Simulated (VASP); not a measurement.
Wanted: the native input for a VASP 6.6.1 run.

```
Task                   : single point
Functional             : PBEsol
Potentials or basis    : VASP PAW PBE potentials, release 64 (Ta_pv, N)
Cutoff                 : 520 eV
k mesh                 : 21 × 21 × 18
Occupations            : gaussian, width 0.15 eV
Spin                   : no spin polarisation
Dipole correction      : no
Further INCAR settings : ALGO = Normal; EDIFF = 1e-07; NBANDS = 15
```

The structure of TaN lies in POSCAR:

```
TaN
1.0
    2.9799522392      0.0000000000      0.0000000000
   -1.4899761196      2.5807143412      0.0000000000
    0.0000000000      0.0000000000      2.9850181580
Ta N
1 1
Direct
    0.3333333333      0.6666666667      0.5000000000
    0.0000000000      0.0000000000      0.0000000000
```

The input as run:

INCAR

```
SYSTEM = TaN
PREC = Accurate
ENCUT = 520
EDIFF = 1E-7
ISMEAR = 0
SIGMA = 0.15
LREAL = .FALSE.
LASPH = .TRUE.
NELM = 60
ALGO = Normal
ISIF = 2
LWAVE = .FALSE.
LCHARG = .FALSE.
GGA = PS
NBANDS = 15
```

KPOINTS

```
Automatic mesh
0
G
  21 21 18
  0 0 0
```

Potentials or basis: VASP PAW PBE potentials, release 64 (Ta_pv, N).

The run is started by

```sh
$ cat potpaw_PBE.64/Ta_pv/POTCAR potpaw_PBE.64/N/POTCAR > POTCAR
$ mpirun -np 1 vasp_std > vasp.out
```

It gave:

The pressure is -23.5 GPa. The band gap on the k mesh is zero (bands 8 and 9 overlap by 0.33 eV).

Caveat: the cell stands under tension; the PAW data sets were made with another functional, which shifts forces and pressure a little; spin-orbit coupling is left out, which moves the levels of the heavy elements.

It took 2.5 min on 1 thread of Intel Xeon 8259CL (shared host), peak memory 0.28 GiB.
